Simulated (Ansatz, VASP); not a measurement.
## Nb2C3: VASP beside Ansatz

INCAR

```
ALGO = Normal
EDIFF = 1E-6
EDIFFG = -0.04
ENCUT = 600
GGA = PE
IBRION = 2
ISIF = 3
ISMEAR = 0
LASPH = True
LCHARG = False
LREAL = False
LWAVE = False
NELM = 100
NSW = 90
PREC = Accurate
SIGMA = 0.1
```

The input KPOINTS:

```
k-points
0
Gamma
  4 4 4
```

POSCAR

```
Nb2C3
1.0
    3.7848734900      0.0000000000      0.0000000000
    0.0000000000      3.7848734900      0.0000000000
    0.0000000000      0.0000000000      4.7222712400
Nb C
2 3
Direct
    0.0000000000      0.0000000000      0.0000000000
    0.5000000000      0.5000000000      0.0000000000
    0.0000000000      0.5000000000      0.5000000000
    0.5000000000      0.0000000000      0.5000000000
    0.0000000000      0.0000000000      0.5000000000
```

Input for Ansatz:

```yaml
crystal:
  lattice:
    - [3.78487349, 0.0, 0.0]
    - [0.0, 3.78487349, 0.0]
    - [0.0, 0.0, 4.72227124]
  atoms:
    - { symbol: Nb, position: [0.0, 0.0, 0.0] }
    - { symbol: Nb, position: [0.5, 0.5, 0.0] }
    - { symbol: C, position: [0.0, 0.5, 0.5] }
    - { symbol: C, position: [0.5, 0.0, 0.5] }
    - { symbol: C, position: [0.0, 0.0, 0.5] }
basis:
  ecutwfc: 420
kpoints:
  mp_grid: { grid: [4, 4, 4] }
hamiltonian:
  xc: pbe
scf:
  occupations: { method: gaussian, width: 0.1 }
  lower_state_search: "off"
output:
  forces: true
  stress: true
  eigenvalues: true
relax:
  adjacent_minimum: "off"
  f_tol: 0.04
  max_steps: 70
  cell: { stress_tol: 0.4 }
```

Alike in both runs: task relaxation of cell and atoms; functional PBE; k mesh 4 × 4 × 4; occupations gaussian, width 0.1 eV; no spin polarisation.

|  | VASP | Ansatz |
| --- | --- | --- |
| version | VASP 6.6.1 | Ansatz 0.2.0 |
| potentials or method | VASP PAW PBE potentials, release 64 (Nb_sv, C), cutoff 600 eV | scalar-relativistic, plane waves, PAW |
| valence electrons in the cell | 38 | 38 |

```csv
,VASP,Ansatz,Ansatz less VASP
"gap on the k mesh at the Fermi level, each at its own relaxed structure (eV)",none,none,-
relaxed volume (Å³/atom),11.51,11.53,+0.027
relaxed length of the cell vector where the two differ most in proportion (Å),3.801,3.804,+0.0030
```

A gap of «none» marks a metal or a gap that the smearing closes.

The k mesh is coarse, so the values compare programs but aren't converged.
